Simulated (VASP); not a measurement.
Write the native input for VASP 6.6.1 that does the following.

```
Task                   : single point
Functional             : PBE
Potentials or basis    : VASP PAW PBE potentials, release 64 (C)
Cutoff                 : 520 eV
k mesh                 : 6 × 6 × 6
Occupations            : gaussian, width 0.1 eV
Spin                   : no spin polarisation
Dipole correction      : no
Further INCAR settings : ALGO = Normal; EDIFF = 1e-06; NBANDS = 13
```

The structure of C lies in POSCAR:

```
C
1.0
    2.6584642190      0.0000000000      0.0000000000
    0.0000000000      2.6584642190      0.0000000000
    0.0000000000      0.0000000000      2.6584642190
C
3
Direct
    0.5000000000      0.0000000000      0.0000000000
    0.0000000000      0.5000000000      0.0000000000
    0.0000000000      0.0000000000      0.5000000000
```

These files were run (other wordings do the same):

INCAR

```
  PREC = Accurate
  ENCUT = 520
  EDIFF = 1E-6
  ISMEAR = 0
  SIGMA = 0.1
  LREAL = False
  LASPH = True
  NELM = 60
  ALGO = Normal
  ISIF = 2
  LWAVE = False
  LCHARG = False
  GGA = PE
  NBANDS = 13
```

KPOINTS

```
regular mesh
0
Gamma
  6 6 6
```

Potentials or basis: VASP PAW PBE potentials, release 64 (C).

The run is started by

```bash
$ cat potpaw_PBE.64/C/POTCAR > POTCAR
$ mpirun -np 1 vasp_std > vasp.out
```

It gave:

```json
{
  "Pressure": "-0.1 GPa",
  "Band gap on the k mesh": "zero (band 6 reaches 11.15 eV, above the bottom of band 7 at 1.46 eV)"
}
```

Caveat: the k points lie up to 0.39 Å⁻¹ apart.

It took 2.9 s on 1 thread of Intel(R) Xeon(R) Platinum 8488C (Sapphire Rapids), on a shared host, peak memory 0.11 GiB.
